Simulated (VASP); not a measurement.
# Au (I4/mmm) in VASP: further runs

Runs on Au. Level: PBEsol. Tasks: single point.

Everything below comes from runs of VASP 6.6.1. Logs are shortened: lines on timing, memory, paths and dates and some standing lists are left out, and cuts for length are marked.

## Step 1: The cell of the first run

It takes space group I4/mmm (No. 139, tetragonal). The conventional cell has a = 3.323 Å, b = 3.323 Å, c = 3.161 Å, α = 90.00°, β = 90.00°, γ = 90.00°. Au (site symmetry 4/mmm) has 14 Au at 2.83 to 3.32 Å within 3.7 Å.

## Step 2: Single point, PBEsol (strain +0.025 along x and y, -0.025 along z)

The input, INCAR:

```
SYSTEM = Au
PREC = Accurate ; ENCUT = 520
EDIFF = 1E-6 ; ISMEAR = 0
SIGMA = 0.15 ; LREAL = .FALSE.
LASPH = .TRUE. ; NELM = 60
ALGO = Fast ; ISIF = 2
LWAVE = .FALSE. ; LCHARG = .FALSE.
GGA = PS ; NBANDS = 12
```

The input, KPOINTS:

```
Automatic mesh
0
G
  26 26 26
  0 0 0
```

The input, POSCAR:

```
Au
1.0
   -1.6616002293      1.6616002293      1.5805465595
    1.6616002293     -1.6616002293      1.5805465595
    1.6616002293      1.6616002293     -1.5805465595
Au
1
Direct
    0.0000000000      0.0000000000      0.0000000000
```

Potentials or basis: VASP PAW PBE potentials, release 64 (Au).

Run with:

```sh
$ cat potpaw_PBE.64/Au/POTCAR > POTCAR
$ mpirun -np 1 vasp_std > vasp.out
```

OUTCAR:

```text
SYSTEM = Au
   PREC = Accurate
   ENCUT = 520
   EDIFF = 1E-6
   ISMEAR = 0
   LREAL = .FALSE.
   LASPH = .TRUE.
   NELM = 60
   ISIF = 2
   GGA = PS

 ion  position               nearest neighbor table
   1  0.000  0.000  0.000-

  LATTYP: Found a body centered tetragonal cell.
 ALAT       =     3.3232004586
 C/A-ratio  =     0.9512195121

  Lattice vectors:

 A1 = (  -1.6616002293,   1.6616002293,   1.5805465595)
 A2 = (   1.6616002293,  -1.6616002293,   1.5805465595)
 A3 = (   1.6616002293,   1.6616002293,  -1.5805465595)

Analysis of symmetry for initial positions (statically):
=====================================================================
 Subroutine PRICEL returns:
 Original cell was already a primitive cell.

 Routine SETGRP: Setting up the symmetry group for a
 body centered tetragonal supercell.

 Subroutine GETGRP returns: Found 16 space group operations
 (whereof 16 operations were pure point group operations)
 out of a pool of 16 trial point group operations.

The static configuration has the point symmetry D_4h.

Analysis of symmetry for dynamics (positions and initial velocities):
=====================================================================
 Subroutine PRICEL returns:
 Original cell was already a primitive cell.

 Routine SETGRP: Setting up the symmetry group for a
 body centered tetragonal supercell.

 Subroutine GETGRP returns: Found 16 space group operations
 (whereof 16 operations were pure point group operations)
 out of a pool of 16 trial point group operations.

The dynamic configuration has the point symmetry D_4h.

 Subroutine INISYM returns: Found 16 space group operations
 (whereof 16 operations are pure point group operations),
 and found     1 'primitive' translations

----------------------------------------------------------------------------------------

                                     Primitive cell

  volume of cell :      17.4550

  direct lattice vectors                    reciprocal lattice vectors
    -1.661600229  1.661600229  1.580546559     0.000000000  0.300914739  0.316346265
     1.661600229 -1.661600229  1.580546559     0.300914739  0.000000000  0.316346265
     1.661600229  1.661600229 -1.580546559     0.300914739  0.300914739  0.000000000

  length of vectors
     2.831953049  2.831953049  2.831953049     0.436605817  0.436605817  0.425557706

  position of ions in fractional coordinates (direct lattice)
     0.000000000  0.000000000  0.000000000

  ion indices of the primitive-cell ions
   primitive index   ion index
                 1           1

[... 85 lines left out ...]
   EFERMI =   0.00;   METHOD = LEGACY
   ISMEAR =     0;   SIGMA  =   0.15  broadening in eV -4-tet -1-fermi 0-gaus
   EFERMI_NEDOS =   21; number of points for ismear=-14 and -15
   IALGO  =     68    algorithm
   IMIX   =      4    mixing-type and parameters
     AMIX     =   0.40;   BMIX     =  1.00
     AMIX_MAG =   1.60;   BMIX_MAG =  1.00
  volume/ion in A,a.u.               =      17.46       117.79
  Fermi-wavevector in a.u.,A,eV,Ry     =   1.403564  2.652352 26.803373  1.969992
  Thomas-Fermi vector in A             =   2.526213
   LORBIT       =      0    0 simple, 1 ext, 2 COOP (PROOUT), +10 PAW based schemes
   GGA     = PS    functional components
   LHFCALC =     F    Hartree Fock is set to
   AEXX    =    0.0000 exact exchange contribution
   IVDW    =     0    specifies the selected vdW correction
   LEPSILON=     F    determine dielectric tensor
   LRPA    =     F    only Hartree local field effects (RPA)
 non-spin polarized calculation
 RMM-DIIS sequential band-by-band and
 Gauss-broadening in eV      SIGMA  =   0.15
  energy-cutoff  :      520.00
  volume of cell :       17.46
 maximum number of plane-waves:       482
 NGX is ok and might be reduce to    24
   NGX = 11   NGY = 11   NGZ = 11

 number of electron      11.0000001 magnetization

 Free energy of the ion-electron system (eV)
  ---------------------------------------------------
  ext. energy  EPLUGINS =         0.00000000
  ---------------------------------------------------
  free energy    TOTEN  =        -3.90027241 eV

  energy without entropy =       -3.89770232  energy(sigma->0) =       -3.89898736

 E-fermi :   8.8810     XC(G=0): -12.7449

 val. band max:        8.8742058909   @ k =  -0.1154  -0.4231   0.0769
 cond. band min:       8.8973200001   @ k =  -0.3846   0.3846   0.2692
 fundamental gap:      0.0231141092
 Fermi energy:         8.8809862616

 k-point     1 :       0.0000    0.0000    0.0000
  band No.  band energies     occupation
      1      -0.7750      2.00000
      2       3.9507      2.00000
      3       4.2800      2.00000
      4       4.2800      2.00000
      5       5.8151      2.00000
      6       6.2099      2.00000
      7      25.0744      0.00000
      8      25.0744      0.00000
      9      26.0085      0.00000
     10      32.2557      0.00000
     11      32.2557      0.00000
     12      33.5889      0.00000
[... 331 lines left out ...]
 k-point    24 :       0.3846    0.0385    0.0000
  band No.  band energies     occupation
      1       1.9083      2.00000
      2       3.0910      2.00000
      3       5.7633      2.00000
      4       6.3110      2.00000
      5       6.6133      2.00000
      6       7.4188      2.00000
      7      14.7089      0.00000
      8      21.4081      0.00000
      9      22.8726      0.00000
     10      29.6371      0.00000
     11      30.0761      0.00000
     12      32.2422      0.00000

 [... further k-points ...]

------------------------ aborting loop because EDIFF is reached ----------------------------------------

  FORCE on cell =-STRESS in cart. coord.  units (eV):
  Direction    XX          YY          ZZ          XY          YZ          ZX
  --------------------------------------------------------------------------------------
  -------------------------------------------------------------------------------------
  Total       -0.4055741     -0.4055741     -0.4677820      0.0000000      0.0000000      0.0000000
  in kB      -37.2272016    -37.2272016    -42.9372007      0.0000000      0.0000000      0.0000000
  external PRESSURE =     -39.1305347 kB  Pullay stress =       0.0000000 kB

 VOLUME and BASIS-vectors are now :
 -----------------------------------------------------------------------------
  energy-cutoff  :      520.00
  volume of cell :       17.46
      direct lattice vectors                 reciprocal lattice vectors
    -1.661600229  1.661600229  1.580546559     0.000000000  0.300914739  0.316346265
     1.661600229 -1.661600229  1.580546559     0.300914739  0.000000000  0.316346265
     1.661600229  1.661600229 -1.580546559     0.300914739  0.300914739  0.000000000

 POSITION                                       TOTAL-FORCE (eV/Angst)
 -----------------------------------------------------------------------------------
      0.00000      0.00000      0.00000         0.000000      0.000000     -0.000000
 -----------------------------------------------------------------------------------
    total drift:                               -0.000000      0.000000      0.000000

  FREE ENERGIE OF THE ION-ELECTRON SYSTEM (eV)
  ---------------------------------------------------
  free  energy   TOTEN  =        -3.9002724092 eV

  energy  without entropy=       -3.8977023188  energy(sigma->0) =       -3.89898736
```

OSZICAR:

```text
N       E                     dE             d eps       ncg     rms          rms(c)
DAV:   1     0.481640572854E+02    0.48164E+02   -0.55637E+03 33284   0.814E+02
DAV:   2    -0.356947373817E+01   -0.51734E+02   -0.48778E+02 37964   0.185E+02
DAV:   3    -0.424831804164E+01   -0.67884E+00   -0.67820E+00 37812   0.204E+01
DAV:   4    -0.425058166570E+01   -0.22636E-02   -0.22635E-02 36500   0.136E+00
DAV:   5    -0.425059819037E+01   -0.16525E-04   -0.16524E-04 37832   0.111E-01    0.865E+00
RMM:   6    -0.392369323069E+01    0.32690E+00   -0.39134E-01 31989   0.516E+00    0.541E+00
RMM:   7    -0.390314020021E+01    0.20553E-01   -0.38449E-02 34255   0.181E+00    0.280E+00
RMM:   8    -0.390032132264E+01    0.28189E-02   -0.35422E-03 35599   0.524E-01    0.402E-01
RMM:   9    -0.390027049353E+01    0.50829E-04   -0.51054E-04 37479   0.191E-01    0.111E-01
RMM:  10    -0.390027240427E+01   -0.19107E-05   -0.74982E-05 37011   0.666E-02    0.696E-02
RMM:  11    -0.390027234464E+01    0.59629E-07   -0.13989E-05 35478   0.252E-02    0.112E-02
RMM:  12    -0.390027240921E+01   -0.64570E-07   -0.17068E-06 28937   0.825E-03
   1 F= -.39002724E+01 E0= -.38989874E+01  d E =-.257009E-02
```

It took 99 s on 1 thread of Intel Xeon 6975P-C (Granite Rapids), shared host; peak memory 0.37 GiB.

Results:

- Free energy: -3.9003 eV
- Pressure: -3.9 GPa

Stress tensor (GPa, compression positive):
```
-3.72  0.00  0.00
 0.00 -3.72  0.00
 0.00  0.00 -4.29
```

Levels at points of the mesh, in eV from the Fermi level:
```tsv
k point	band 4	band 5	band 6	band 7	band 8	band 9
(0.00, 0.00, 0.00)	-4.60	-3.07	-2.67	16.19	16.19	17.13
(0.50, 0.00, 0.00)	-2.49	-1.35	-0.48	3.57	12.11	13.35
(0.50, 0.50, 0.00)	-2.76	-1.41	-0.78	3.16	12.83	14.51
(0.50, 0.50, 0.50)	-1.77	-1.66	5.76	5.76	7.22	9.32
```

Caveat: the cell differs from its parent crystal (strain +0.025 along x and y, -0.025 along z); the PAW data sets were made with another functional, which shifts forces and pressure a little; spin-orbit coupling is left out, which moves the levels of the heavy elements.

## Step 3: Single point, PBEsol (strain +0.000 along x and y, +0.050 along z)

The input, INCAR:

```
PREC = Accurate
ENCUT = 520
EDIFF = 1E-6
ISMEAR = 0
SIGMA = 0.15
LREAL = F
LASPH = T
NELM = 100
ALGO = Fast
ISIF = 2
LWAVE = F
LCHARG = F
GGA = PS
NBANDS = 12
```

The input, KPOINTS:

```
regular mesh
0
Gamma
  26 26 26
```

The input, POSCAR:

```
Au
1.0
   -1.6210733944      1.6210733944      1.7021270641
    1.6210733944     -1.6210733944      1.7021270641
    1.6210733944      1.6210733944     -1.7021270641
Au
1
Direct
    0.0000000000      0.0000000000      0.0000000000
```

Potentials or basis: VASP PAW PBE potentials, release 64 (Au).

Run with:

```sh
$ cat potpaw_PBE.64/Au/POTCAR > POTCAR
$ mpirun -np 1 vasp_std > vasp.out
```

OUTCAR:

```text
PREC = Accurate
   ENCUT = 520
   EDIFF = 1E-6
   ISMEAR = 0
   LREAL = F
   LASPH = T
   NELM = 100
   ISIF = 2
   GGA = PS

 ion  position               nearest neighbor table
   1  0.000  0.000  0.000-

  LATTYP: Found a body centered tetragonal cell.
 ALAT       =     3.2421467888
 C/A-ratio  =     1.0500000000

  Lattice vectors:

 A1 = (  -1.6210733944,   1.6210733944,   1.7021270641)
 A2 = (   1.6210733944,  -1.6210733944,   1.7021270641)
 A3 = (   1.6210733944,   1.6210733944,  -1.7021270641)

Analysis of symmetry for initial positions (statically):
=====================================================================
 Subroutine PRICEL returns:
 Original cell was already a primitive cell.

 Routine SETGRP: Setting up the symmetry group for a
 body centered tetragonal supercell.

 Subroutine GETGRP returns: Found 16 space group operations
 (whereof 16 operations were pure point group operations)
 out of a pool of 16 trial point group operations.

The static configuration has the point symmetry D_4h.

Analysis of symmetry for dynamics (positions and initial velocities):
=====================================================================
 Subroutine PRICEL returns:
 Original cell was already a primitive cell.

 Routine SETGRP: Setting up the symmetry group for a
 body centered tetragonal supercell.

 Subroutine GETGRP returns: Found 16 space group operations
 (whereof 16 operations were pure point group operations)
 out of a pool of 16 trial point group operations.

The dynamic configuration has the point symmetry D_4h.

 Subroutine INISYM returns: Found 16 space group operations
 (whereof 16 operations are pure point group operations),
 and found     1 'primitive' translations

----------------------------------------------------------------------------------------

                                     Primitive cell

[... 114 lines left out ...]
   LHFCALC =     F    Hartree Fock is set to
   AEXX    =    0.0000 exact exchange contribution
   IVDW    =     0    specifies the selected vdW correction
   LEPSILON=     F    determine dielectric tensor
   LRPA    =     F    only Hartree local field effects (RPA)
 non-spin polarized calculation
 RMM-DIIS sequential band-by-band and
 Gauss-broadening in eV      SIGMA  =   0.15
  energy-cutoff  :      520.00
  volume of cell :       17.89
 maximum number of plane-waves:       494
 NGX is ok and might be reduce to    24
   NGX = 11   NGY = 11   NGZ = 11

 number of electron      10.9999999 magnetization

 Free energy of the ion-electron system (eV)
  ---------------------------------------------------
  ext. energy  EPLUGINS =         0.00000000
  ---------------------------------------------------
  free energy    TOTEN  =        -3.88476104 eV

  energy without entropy =       -3.88195108  energy(sigma->0) =       -3.88335606

 E-fermi :   8.4848     XC(G=0): -12.5999

 val. band max:        8.4814385136   @ k =  -0.4231   0.4615   0.0769
 cond. band min:       8.4899385512   @ k =   0.5000   0.0769   0.0385
 fundamental gap:      0.0085000376
 Fermi energy:         8.4847876882

 k-point     1 :       0.0000    0.0000    0.0000
  band No.  band energies     occupation
      1      -0.9175      2.00000
      2       3.8085      2.00000
      3       3.8085      2.00000
      4       4.0954      2.00000
      5       5.5110      2.00000
      6       5.8408      2.00000
      7      24.4524      0.00000
      8      25.2404      0.00000
      9      25.2404      0.00000
     10      30.9355      0.00000
     11      32.4737      0.00000
     12      32.7216      0.00000
[... 331 lines left out ...]
 k-point    24 :       0.3846    0.0385   -0.0000
  band No.  band energies     occupation
      1       1.6781      2.00000
      2       3.0825      2.00000
      3       5.3224      2.00000
      4       5.6847      2.00000
      5       6.1999      2.00000
      6       7.0008      2.00000
      7      13.9016      0.00000
      8      21.4084      0.00000
      9      22.9553      0.00000
     10      29.6771      0.00000
     11      29.9119      0.00000
     12      31.4082      0.00000

 [... further k-points ...]

------------------------ aborting loop because EDIFF is reached ----------------------------------------

  FORCE on cell =-STRESS in cart. coord.  units (eV):
  Direction    XX          YY          ZZ          XY          YZ          ZX
  --------------------------------------------------------------------------------------
  -------------------------------------------------------------------------------------
  Total       -0.8351599     -0.8351599     -0.7979018      0.0000000     -0.0000000      0.0000000
  in kB      -74.7864432    -74.7864432    -71.4500800      0.0000000     -0.0000000      0.0000000
  external PRESSURE =     -73.6743222 kB  Pullay stress =       0.0000000 kB

 VOLUME and BASIS-vectors are now :
 -----------------------------------------------------------------------------
  energy-cutoff  :      520.00
  volume of cell :       17.89
      direct lattice vectors                 reciprocal lattice vectors
    -1.621073394  1.621073394  1.702127064     0.000000000  0.308437608  0.293750103
     1.621073394 -1.621073394  1.702127064     0.308437608  0.000000000  0.293750103
     1.621073394  1.621073394 -1.702127064     0.308437608  0.308437608  0.000000000

 POSITION                                       TOTAL-FORCE (eV/Angst)
 -----------------------------------------------------------------------------------
      0.00000      0.00000      0.00000        -0.000000      0.000000      0.000000
 -----------------------------------------------------------------------------------
    total drift:                               -0.000000      0.000000      0.000000

  FREE ENERGIE OF THE ION-ELECTRON SYSTEM (eV)
  ---------------------------------------------------
  free  energy   TOTEN  =        -3.8847610449 eV

  energy  without entropy=       -3.8819510780  energy(sigma->0) =       -3.88335606
```

stdout:

```text
POSCAR found type information on POSCAR Au
 POSCAR found :  1 types and       1 ions
 scaLAPACK will be used
 -----------------------------------------------------------------------------
|                                                                             |
|                                                                             |
|     You enforced a specific xc type in the INCAR file but a different       |
|     I HOPE YOU KNOW WHAT YOU ARE DOING!                                     |
|                                                                             |
 -----------------------------------------------------------------------------

 LDA part: xc-table for (Slater+PW92), standard interpolation
 POSCAR, INCAR and KPOINTS ok, starting setup
 FFT: planning ... GRIDC
 FFT: planning ... GRID_SOFT
 FFT: planning ... GRID
 WAVECAR not read
 entering main loop
```

Wall time 1.7 min (1 thread of Intel Xeon 6975P-C (Granite Rapids), shared host); peak memory 0.37 GiB.

What came out:

```
Free energy : -3.8848 eV
Pressure    : -7.4 GPa
```

Levels at points of the mesh, in eV from the Fermi level:
```csv
k point,band 3,band 4,band 5,band 6,band 7,band 8,band 9,band 10
"(0.00, 0.00, 0.00)",-4.68,-4.39,-2.97,-2.64,15.97,16.76,16.76,22.45
"(0.50, 0.00, 0.00)",-3.12,-2.58,-1.40,-0.57,3.16,12.56,13.92,21.62
"(0.50, 0.50, 0.00)",-2.70,-2.49,-1.33,-0.29,3.54,11.87,12.84,20.17
"(0.50, 0.50, 0.50)",-1.79,-1.69,-1.69,5.32,6.67,6.67,9.02,15.10
```

Caveat: the cell differs from its parent crystal (strain +0.000 along x and y, +0.050 along z); the PAW data sets were made with another functional, which shifts forces and pressure a little; spin-orbit coupling is left out, which moves the levels of the heavy elements.

(Continued in part 2 of 2.)
